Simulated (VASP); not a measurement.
Sn:

```
Sn
1.0
     0.00000    3.29676    3.29676
     3.29676    0.00000    3.29676
     3.29676    3.29676    0.00000
Sn
2
Direct
  0.75000 0.75000 0.75000
  0.50000 0.50000 0.50000
```

Base run:

| Item | Value |
| --- | --- |
| Program | VASP 6.6.1 |
| Functional | BLYP |
| Potentials or basis | VASP PAW PBE potentials, release 64 (Sn_d) |
| Cutoff | 520 eV |
| k mesh | 7 × 7 × 7 |
| Occupations | fermi-dirac, width 0.05 eV |
| Spin | no spin polarisation |

Its results: band gap on the k mesh zero (band 14 reaches 5.67 eV, above the bottom of band 15 at 5.50 eV); pressure 3.5 GPa.

The run is repeated on the same cell with these changes: functional from BLYP to PBE; further incar settings from ALGO = Normal; EDIFF = 1e-06; NBANDS = 21 to ALGO = Fast; EDIFF = 1e-06; NBANDS = 21. What comes out?

Band gap on the k mesh zero (band 14 reaches 5.24 eV, above the bottom of band 15 at 5.09 eV); pressure 1.0 GPa.

Caveats: spin-orbit coupling is left out, which moves the levels of the heavy elements; the PAW data sets were made with another functional, which shifts forces and pressure a little (some runs).
